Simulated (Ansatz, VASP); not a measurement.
Two plane-wave programs on TaSi2

```xyz
9
Lattice="4.7325 0.0000 0.0000 -2.3663 4.0985 0.0000 0.0000 0.0000 6.5169" Properties=species:S:1:pos:R:3 pbc="T T T"
Ta    2.3663    0.0000    0.0000
Ta    1.1831    2.0492    4.3446
Ta   -1.1831    2.0492    2.1723
Si    0.0000    1.3063    0.0000
Si    3.6012    0.6532    4.3446
Si    1.2349    3.4453    2.1723
Si    2.3663    2.7921    0.0000
Si   -1.2349    3.4453    4.3446
Si    1.1313    0.6532    2.1723
```

Alike in both runs: functional LDA; k mesh 12 × 12 × 6; occupations gaussian, width 0.1 eV; no spin polarisation.

Ansatz relaxed the structure, and its values are those at the end. VASP's run is a single point on that final structure, the one shown.

|  | VASP | Ansatz |
| --- | --- | --- |
| version | VASP 6.6.1 | Ansatz 0.2.0 |
| potentials or method | VASP PAW LDA potentials, release 64 (Ta_pv, Si), cutoff 520 eV | scalar-relativistic, plane waves, PAW |
| valence electrons in the cell | 57 | 63 |

```tsv
	VASP	Ansatz	Ansatz less VASP
gap on the k mesh at the Fermi level (eV)	none	none	-
pressure (GPa)	0.7	0.0	-0.68
```

LDA's correlation is that of Perdew and Zunger in VASP and of Perdew and Wang (1992) in Ansatz. A gap of «none» marks a metal or a gap that the smearing closes. VASP's potentials hold 57 valence electrons a cell and Ansatz's 63, so a difference there can come from the potentials and not from the codes.

Neither program's run includes spin-orbit coupling.
